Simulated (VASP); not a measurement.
Set up this calculation in VASP 6.6.1, as the native input.

- Task: single point
- Functional: PBE
- Potentials or basis: VASP PAW PBE potentials, release 64 (Li_sv, S, Tl_d)
- Cutoff: 520 eV
- k mesh: 6 × 6 × 4
- Occupations: gaussian, width 0.01 eV
- Spin: no spin polarisation
- Dipole correction: no
- Further INCAR settings: ALGO = Normal; EDIFF = 1e-07; NBANDS = 22

The structure of LiTlS2 lies in POSCAR:

```
LiTlS2
1.0
    4.0667718459      0.0000000000      0.0000000000
    0.0000000000      4.0667718459      0.0000000000
    0.0000000000      0.0000000000      5.7187778501
Li S Tl
1 2 1
Direct
    0.0000000000      0.0000000000      0.0000000000
    0.0000000000      0.5000000000      0.2309016897
    0.5000000000      0.0000000000      0.7690983103
    0.5000000000      0.5000000000      0.5000000000
```

The input as run:

INCAR

```
SYSTEM = LiTlS2
PREC = Accurate
ENCUT = 520
EDIFF = 1E-7
ISMEAR = 0
SIGMA = 0.01
LREAL = .False.
LASPH = .True.
NELM = 100
ALGO = Normal
ISIF = 2
LWAVE = .False.
LCHARG = .False.
GGA = PE
NBANDS = 22
```

KPOINTS

```
regular mesh
0
Gamma
  6 6 4
  0 0 0
```

Potentials or basis: VASP PAW PBE potentials, release 64 (Li_sv, S, Tl_d).

Run with:

```console
$ cat potpaw_PBE.64/Li_sv/POTCAR potpaw_PBE.64/S/POTCAR potpaw_PBE.64/Tl_d/POTCAR > POTCAR
$ mpirun -np 1 vasp_std > vasp.out
```

Results of the run:

The largest force is 0.163 eV/Å and the band gap on the k mesh is 0.93 eV, direct.

Caveat: spin-orbit coupling is left out, which moves the levels of the heavy elements.

Wall time 35 s on 1 thread of AMD EPYC 9R45 96-Core Processor (Zen 5), with other jobs on the host, peak memory 0.19 GiB.
